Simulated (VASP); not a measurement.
Write the native input for VASP 6.6.1 that does the following.

```yaml
Task: single point
Functional: PBE
Potentials_or_basis: VASP PAW PBE potentials, release 64 (Cu)
Cutoff: 520 eV
k_mesh: 30 × 30 × 30
Occupations: gaussian, width 0.15 eV
Spin: no spin polarisation
Dipole_correction: no
Further_INCAR_settings: ALGO = Normal; EDIFF = 1e-07; NBANDS = 12
```

The structure of Cu lies in POSCAR:

```
Cu
1.0
   -1.4497084638      1.4497084638      1.3795566845
    1.4497084638     -1.4497084638      1.3795566845
    1.5013520224      1.5013520224     -1.3795566845
Cu
1
Direct
    0.0000000000      0.0000000000      0.0000000000
```

This cell differs from its parent crystal: strain +0.0350 x Voigt [0, 0, 0, 0, 0, 1].

One way to write it, as run:

INCAR

```
SYSTEM = Cu
ALGO = Normal
EDIFF = 1E-7
ENCUT = 520
GGA = PE
ISIF = 2
ISMEAR = 0
LASPH = .TRUE.
LCHARG = .FALSE.
LREAL = .FALSE.
LWAVE = .FALSE.
NBANDS = 12
NELM = 100
PREC = Accurate
SIGMA = 0.15
```

KPOINTS

```
k-points
0
G
  30 30 30
  0 0 0
```

Potentials or basis: VASP PAW PBE potentials, release 64 (Cu).

Command:

```console
$ cat potpaw_PBE.64/Cu/POTCAR > POTCAR
$ mpirun -np 1 vasp_std > vasp.out
```

Results of the run:

```
Pressure : 0.8 GPa
```

Caveat: the cell differs from its parent crystal (strain +0.0350 x Voigt [0, 0, 0, 0, 0, 1]).

Run time: 6.6 min on 1 thread of Intel(R) Xeon(R) Platinum 8259CL CPU @ 2.50GHz (Skylake/Cascade Lake), with other jobs on the host, peak memory 0.59 GiB.
